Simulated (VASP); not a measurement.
# HF in VASP: notebook

The runs below take HF through single point, molecular dynamics, with PBE+D3(BJ).

Program: VASP 6.6.1. These are calculated values, not measurements. Logs are shortened: lines on timing, memory, paths and dates and some standing lists are left out, and cuts for length are marked.

### Step 1. The cell of the first run

The cell holds a disordered packing, 16 atoms: a = 6.479 Å, b = 6.479 Å, c = 6.479 Å, α = 90.00°, β = 90.00°, γ = 90.00°.

### Step 2. Single point, PBE+D3(BJ)

INCAR

```
PREC = Accurate
ENCUT = 520
EDIFF = 1E-7
ISMEAR = -1
SIGMA = 0.05
LREAL = Auto
LASPH = True
NELM = 100
ALGO = Normal
ISIF = 2
LWAVE = False
LCHARG = False
GGA = PE
IVDW = 12
NBANDS = 46
```

KPOINTS

```
Automatic mesh
0
Gamma
  1 1 1
```

POSCAR

```
HF
1.0
    6.4792240000      0.0000000000      0.0000000000
    0.0000000000      6.4792240000      0.0000000000
    0.0000000000      0.0000000000      6.4792240000
F H
8 8
Direct
    0.7542106894      0.3536997640      0.2971652161
    0.3838885644      0.2814534580      0.4517207616
    0.6856222288      1.0670876636      0.9623374651
    1.0524408479      0.4672936142      0.4996586011
    0.3585305895      0.5797299183      1.0118650011
    0.1425325008     -0.0997187317      0.9326425510
    0.8724810255      0.8020404913      0.2249343440
   -0.0247560510      0.0414555817      0.5645120465
    0.6114466794      0.3516624830      0.3393616273
    0.2579475567      0.3697973708      0.4607187527
    0.6844338149      1.1925347850      1.0473476453
    0.9477678191      0.3617871523      0.4792703571
    0.2582253677      0.6838010231      0.9891616650
    0.0780340362     -0.0613036376      0.8026115473
    0.8040314704      0.8803369045      0.1223294641
   -0.0664431420     -0.0370414729      0.4513657808
```

Potentials or basis: VASP PAW PBE potentials, release 64 (F, H).

Started as:

```sh
$ cat potpaw_PBE.64/F/POTCAR potpaw_PBE.64/H/POTCAR > POTCAR
$ mpirun -np 1 vasp_gam > vasp.out
```

OUTCAR:

```text
PREC = Accurate
   ENCUT = 520
   EDIFF = 1E-7
   ISMEAR = -1
   LREAL = Auto
   LASPH = True
   NELM = 100
   ISIF = 2
   GGA = PE
   IVDW = 12
 IVDW          = 12

 ion  position               nearest neighbor table
   1  0.754  0.354  0.297-   9 0.96
   2  0.384  0.281  0.452-  10 1.00
   3  0.686  0.067  0.962-  11 0.98
   4  0.052  0.467  0.500-  12 0.97
   5  0.359  0.580  0.012-  13 0.95
   6  0.143  0.900  0.933-  14 0.97
   7  0.872  0.802  0.225-  15 0.95
   8  0.975  0.041  0.565-  16 0.93
   9  0.611  0.352  0.339-   1 0.96
  10  0.258  0.370  0.461-   2 1.00
  11  0.684  0.193  0.047-   3 0.98
  12  0.948  0.362  0.479-   4 0.97
  13  0.258  0.684  0.989-   5 0.95
  14  0.078  0.939  0.803-   6 0.97
  15  0.804  0.880  0.122-   7 0.95
  16  0.934  0.963  0.451-   8 0.93

  LATTYP: Found a simple cubic cell.
 ALAT       =     6.4792240000

  Lattice vectors:

 A1 = (   6.4792240000,   0.0000000000,   0.0000000000)
 A2 = (   0.0000000000,   6.4792240000,   0.0000000000)
 A3 = (   0.0000000000,   0.0000000000,   6.4792240000)

Analysis of symmetry for initial positions (statically):
=====================================================================
 Subroutine PRICEL returns:
 Original cell was already a primitive cell.

 Routine SETGRP: Setting up the symmetry group for a
 simple cubic supercell.

 Subroutine GETGRP returns: Found  1 space group operations
 (whereof  1 operations were pure point group operations)
 out of a pool of 48 trial point group operations.

The static configuration has the point symmetry C_1 .

Analysis of symmetry for dynamics (positions and initial velocities):
=====================================================================
 Subroutine PRICEL returns:
 Original cell was already a primitive cell.

 Routine SETGRP: Setting up the symmetry group for a
 simple cubic supercell.

 Subroutine GETGRP returns: Found  1 space group operations
 (whereof  1 operations were pure point group operations)
 out of a pool of 48 trial point group operations.

The dynamic configuration has the point symmetry C_1 .

 Subroutine INISYM returns: Found  1 space group operations
 (whereof  1 operations are pure point group operations),
 and found     1 'primitive' translations

----------------------------------------------------------------------------------------

                                     Primitive cell

  volume of cell :     272.0001

  direct lattice vectors                    reciprocal lattice vectors
     6.479224000  0.000000000  0.000000000     0.154339470  0.000000000  0.000000000
     0.000000000  6.479224000  0.000000000     0.000000000  0.154339470  0.000000000
     0.000000000  0.000000000  6.479224000     0.000000000  0.000000000  0.154339470

  length of vectors
     6.479224000  6.479224000  6.479224000     0.154339470  0.154339470  0.154339470

  position of ions in fractional coordinates (direct lattice)
     0.754210689  0.353699764  0.297165216
     0.383888564  0.281453458  0.451720762
     0.685622229  0.067087664  0.962337465
     0.052440848  0.467293614  0.499658601
     0.358530589  0.579729918  0.011865001
     0.142532501  0.900281268  0.932642551
     0.872481026  0.802040491  0.224934344
     0.975243949  0.041455582  0.564512046
     0.611446679  0.351662483  0.339361627
     0.257947557  0.369797371  0.460718753
     0.684433815  0.192534785  0.047347645
     0.947767819  0.361787152  0.479270357
     0.258225368  0.683801023  0.989161665
     0.078034036  0.938696362  0.802611547
     0.804031470  0.880336904  0.122329464
     0.933556858  0.962958527  0.451365781

  ion indices of the primitive-cell ions
   primitive index   ion index
                 1           1
                 2           2
                 3           3
                 4           4
                 5           5
                 6           6
                 7           7
                 8           8
                 9           9
                10          10
                11          11
                12          12
                13          13
                14          14
                15          15
                16          16

----------------------------------------------------------------------------------------

 KPOINTS: Automatic mesh

Automatic generation of k-mesh.
 Grid dimensions read from file:
 generate k-points for:    1    1    1

 Generating k-lattice:

  Cartesian coordinates                     Fractional coordinates (reciprocal lattice)
     0.154339470  0.000000000  0.000000000     1.000000000  0.000000000  0.000000000
     0.000000000  0.154339470  0.000000000     0.000000000  1.000000000  0.000000000
     0.000000000  0.000000000  0.154339470     0.000000000  0.000000000  1.000000000

  Length of vectors
     0.154339470  0.154339470  0.154339470

  Shift w.r.t. Gamma in fractional coordinates (k-lattice)
     0.000000000  0.000000000  0.000000000

 Subroutine IBZKPT returns following result:
 ===========================================

 Found      1 irreducible k-points:

 Following reciprocal coordinates:
            Coordinates               Weight
  0.000000  0.000000  0.000000      1.000000
   k-points           NKPTS =      1   k-points in BZ     NKDIM =      1   number of bands    NBANDS=     46
   number of dos      NEDOS =    301   number of ions     NIONS =     16
   total plane-waves  NPLWV = 110592
   dimension x,y,z NGX =    48 NGY =   48 NGZ =   48
   dimension x,y,z NGXF=    96 NGYF=   96 NGZF=   96
   ions per type =               8   8
   NGX,Y,Z   is equivalent  to a cutoff of  12.32, 12.32, 12.32 a.u.
   NGXF,Y,Z  is equivalent  to a cutoff of  24.63, 24.63, 24.63 a.u.
 SYSTEM =  unknown system
   PREC   = accura    normal or accurate (medium, high low for compatibility)
   ISTART =      0    job   : 0-new  1-cont  2-samecut
   ICHARG =      2    charge: 1-file 2-atom 10-const
   ISPIN  =      1    spin polarized calculation?
   LNONCOLLINEAR =      F non collinear calculations
   LSORBIT =      F    spin-orbit coupling
   LASPH  =      T    aspherical Exc in radial PAW
   ENCUT  =  520.0 eV  38.22 Ry    6.18 a.u.  12.05 12.05 12.05*2*pi/ulx,y,z
   NELM   =    100;   NELMIN=  2; NELMDL= -5     # of ELM steps
   EDIFF  = 0.1E-06   stopping-criterion for ELM
   LREAL  =      T    real-space projection
   EDIFFG = 0.1E-05   stopping-criterion for IOM
   NSW    =      0    number of steps for IOM
   IBRION =     -1    ionic relax: 0-MD 1-quasi-New 2-CG
   NFREE  =      0    steps in history (QN), initial steepest desc. (CG)
   ISIF   =      2    stress and relaxation
   ISYM   =      2    0-nonsym 1-usesym 2-fastsym
   POTIM  = 0.5000    time-step for ionic-motion
   TEBEG  =    0.0;   TEEND  =   0.0 temperature during run
   PSTRESS=    0.0 pullay stress
   NELECT =      64.0000    total number of electrons
   NUPDOWN=      -1.0000    fix difference up-down
   EMIN   =  10.00;   EMAX   =-10.00  energy-range for DOS
   EFERMI =   0.00;   METHOD = LEGACY
   ISMEAR =    -1;   SIGMA  =   0.05  broadening in eV -4-tet -1-fermi 0-gaus
   EFERMI_NEDOS =   21; number of points for ismear=-14 and -15
   IALGO  =     38    algorithm
   IMIX   =      4    mixing-type and parameters
     AMIX     =   0.40;   BMIX     =  1.00
     AMIX_MAG =   1.60;   BMIX_MAG =  1.00
  volume/ion in A,a.u.               =      17.00       114.72
  Fermi-wavevector in a.u.,A,eV,Ry     =   1.010676  1.909900 13.897880  1.021465
  Thomas-Fermi vector in A             =   2.143679
   LORBIT       =      0    0 simple, 1 ext, 2 COOP (PROOUT), +10 PAW based schemes
   GGA     = PE    functional components
   LHFCALC =     F    Hartree Fock is set to
   AEXX    =    0.0000 exact exchange contribution
   IVDW    =    12    specifies the selected vdW correction
   LEPSILON=     F    determine dielectric tensor
   LRPA    =     F    only Hartree local field effects (RPA)
 non-spin polarized calculation
  energy-cutoff  :      520.00
  volume of cell :      272.00
 maximum number of plane-waves:      3625
   NGX = 25   NGY = 25   NGZ = 25

 number of electron      64.0000007 magnetization

 Free energy of the ion-electron system (eV)
  ---------------------------------------------------
  ext. energy  EPLUGINS =         0.00000000
  ---------------------------------------------------
  free energy    TOTEN  =       -65.46864871 eV

  energy without entropy =      -65.46864871  energy(sigma->0) =      -65.46864871

 E-fermi :  -5.2467     XC(G=0):  -5.5591

 val. band max:       -6.5221749104   @ k =   0.0000   0.0000   0.0000
 cond. band min:      -0.1833879776   @ k =   0.0000   0.0000   0.0000
 fundamental gap:      6.3387869328
 Fermi energy:        -5.2466646022

 k-point     1 :       0.0000    0.0000    0.0000
  band No.  band energies     occupation
      1     -28.8908      2.00000
      2     -28.7579      2.00000
      3     -28.3800      2.00000
      4     -28.2355      2.00000
      5     -28.0363      2.00000
      6     -27.8902      2.00000
      7     -27.3514      2.00000
      8     -26.7806      2.00000
      9     -12.5934      2.00000
     10     -12.4943      2.00000
     11     -12.1702      2.00000
     12     -11.8022      2.00000
     13     -11.6035      2.00000
     14     -11.2261      2.00000
     15     -10.6513      2.00000
     16     -10.0616      2.00000
     17      -8.7970      2.00000
     18      -8.6924      2.00000
     19      -8.3996      2.00000
     20      -8.3367      2.00000
     21      -8.2409      2.00000
     22      -8.2068      2.00000
     23      -8.1274      2.00000
     24      -7.9325      2.00000
     25      -7.8588      2.00000
     26      -7.7684      2.00000
     27      -7.6701      2.00000
     28      -7.5094      2.00000
     29      -7.3246      2.00000
     30      -7.2702      2.00000
     31      -6.5516      2.00000
     32      -6.5222      2.00000
     33      -0.1834      0.00000
     34       2.7836      0.00000
     35       3.1906      0.00000
     36       3.6493      0.00000
     37       3.7887      0.00000
     38       3.9299      0.00000
     39       4.5133      0.00000
     40       5.2879      0.00000
     41       5.6626      0.00000
     42       5.9268      0.00000
     43       6.2149      0.00000
     44       6.4533      0.00000
 [bands above 44 left out]

------------------------ aborting loop because EDIFF is reached ----------------------------------------

 Edisp (eV)   -0.29624

 E8    (eV) :    -0.0592

  FORCE on cell =-STRESS in cart. coord.  units (eV):
  Direction    XX          YY          ZZ          XY          YZ          ZX
  --------------------------------------------------------------------------------------
  -------------------------------------------------------------------------------------
  Total      -1.15862    -1.60499    -1.59239     0.19082    -0.21390    -0.17697
  in kB      -6.82468    -9.45394    -9.37976     1.12399    -1.25996    -1.04241
  external pressure =       -8.55 kB  Pullay stress =        0.00 kB

 VOLUME and BASIS-vectors are now :
 -----------------------------------------------------------------------------
  energy-cutoff  :      520.00
  volume of cell :      272.00
      direct lattice vectors                 reciprocal lattice vectors
     6.479224000  0.000000000  0.000000000     0.154339470  0.000000000  0.000000000
     0.000000000  6.479224000  0.000000000     0.000000000  0.154339470  0.000000000
     0.000000000  0.000000000  6.479224000     0.000000000  0.000000000  0.154339470

 POSITION                                       TOTAL-FORCE (eV/Angst)
 -----------------------------------------------------------------------------------
      4.88670      2.29170      1.92540        -0.458249     -0.402240     -0.448260
      2.48730      1.82360      2.92680        -0.135851      0.560955     -0.201733
      4.44230      0.43468      6.23520         0.084703      1.088581      0.991561
      0.33978      3.02770      3.23740         0.000113     -0.352370      0.240105
      2.32300      3.75620      0.07688         0.257463     -0.436693      0.168426
      0.92350      5.83312      6.04280        -0.483670      0.419447     -0.938434
      5.65300      5.19660      1.45740         0.093638     -0.017965      0.797876
      6.31882      0.26860      3.65760         0.331792      0.685028      1.126535
      3.96170      2.27850      2.19880        -0.443016     -0.028803      0.422451
      1.67130      2.39600      2.98510         0.603603     -0.490628      0.029085
      4.43460      1.24748      0.30678         0.105217     -1.077641     -0.750693
      6.14080      2.34410      3.10530         0.325178      0.640918     -0.143096
      1.67310      4.43050      6.40900        -0.076644      0.303215     -0.147027
      0.50560      6.08202      5.20030         0.423308     -0.190534      0.537652
      5.20950      5.70390      0.79260        -0.273718      0.343152     -0.462053
      6.04872      6.23922      2.92450        -0.353867     -1.044422     -1.222396
 -----------------------------------------------------------------------------------
    total drift:                               -0.002099      0.001744      0.008410

  FREE ENERGIE OF THE ION-ELECTRON SYSTEM (eV)
  ---------------------------------------------------
  free  energy   TOTEN  =       -65.7648889776 eV

  energy  without entropy=      -65.7648889775  energy(sigma->0) =      -65.76488898
```

Run time: 20 s. Hardware: 1 thread of AMD EPYC 7R13 (Zen 3), shared host; peak memory 0.26 GiB.

What came out:

```yaml
Free_energy: -65.7649 eV
Pressure: -0.9 GPa
Largest_force: 1.646 eV/Å
Dispersion_energy_per_atom: -0.019 eV
```

Forces on the atoms (eV/Å):
```
F   -0.458 -0.402 -0.448
F   -0.136  0.561 -0.202
F    0.085  1.089  0.992
F    0.000 -0.352  0.240
F    0.257 -0.437  0.168
F   -0.484  0.419 -0.938
F    0.094 -0.018  0.798
F    0.332  0.685  1.127
H   -0.443 -0.029  0.422
H    0.604 -0.491  0.029
H    0.105 -1.078 -0.751
H    0.325  0.641 -0.143
H   -0.077  0.303 -0.147
H    0.423 -0.191  0.538
H   -0.274  0.343 -0.462
H   -0.354 -1.044 -1.222
```

Caveat: the k points lie up to 0.97 Å⁻¹ apart.

(Continued in part 2 of 2.)
